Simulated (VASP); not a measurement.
Write the native input for VASP 6.6.1 that does the following.

```
Task                   : single point
Functional             : PBEsol
Potentials or basis    : VASP PAW PBE potentials, release 64 (Sn_d, Au, Br)
Cutoff                 : 520 eV
k mesh                 : 6 × 6 × 2
Occupations            : fermi-dirac, width 0.03 eV
Spin                   : no spin polarisation
Dipole correction      : no
Further INCAR settings : ALGO = Normal; EDIFF = 1e-07; NBANDS = 57
```

The structure of SnAuBr3 lies in POSCAR:

```
SnAuBr3
1.0
    2.0886891234     -7.2254443039      0.0000000000
    2.0886891234      7.2254443039      0.0000000000
    0.0000000000      0.0000000000      9.0037894088
Sn Au Br
2 2 6
Direct
    0.2480244259      0.7519755741      0.7500000000
    0.7519755741      0.2480244259      0.2500000000
    0.0000000000      0.0000000000      0.0000000000
    0.0000000000      0.0000000000      0.5000000000
    0.9231058788      0.0768941212      0.7500000000
    0.0768941212      0.9231058788      0.2500000000
    0.3464633187      0.6535366813      0.0616852902
    0.6535366813      0.3464633187      0.9383147098
    0.3464633187      0.6535366813      0.4383147098
    0.6535366813      0.3464633187      0.5616852902
```

The input as run:

INCAR

```
SYSTEM = SnAuBr3
PREC = Accurate ; ENCUT = 520
EDIFF = 1E-7 ; ISMEAR = -1
SIGMA = 0.03 ; LREAL = .FALSE.
LASPH = .TRUE. ; NELM = 100
ALGO = Normal ; ISIF = 2
LWAVE = .FALSE. ; LCHARG = .FALSE.
GGA = PS ; NBANDS = 57
```

KPOINTS

```
Automatic mesh
0
G
  6 6 2
  0 0 0
```

Potentials or basis: VASP PAW PBE potentials, release 64 (Sn_d, Au, Br).

Run with:

```sh
$ cat potpaw_PBE.64/Sn_d/POTCAR potpaw_PBE.64/Au/POTCAR potpaw_PBE.64/Br/POTCAR > POTCAR
$ mpirun -np 1 vasp_std > vasp.out
```

It gave:

* Pressure: 0.0 GPa
* Largest force: 0.007 eV/Å
* Band gap on the k mesh: 0.82 eV (least direct gap 1.04 eV)

Caveat: the PAW data sets were made with another functional, which shifts forces and pressure a little; spin-orbit coupling is left out, which moves the levels of the heavy elements.

Wall time 9.4 min on 1 thread of AMD EPYC 7R43 64-Core Processor (Zen 3) (shared host), peak memory 0.64 GiB.
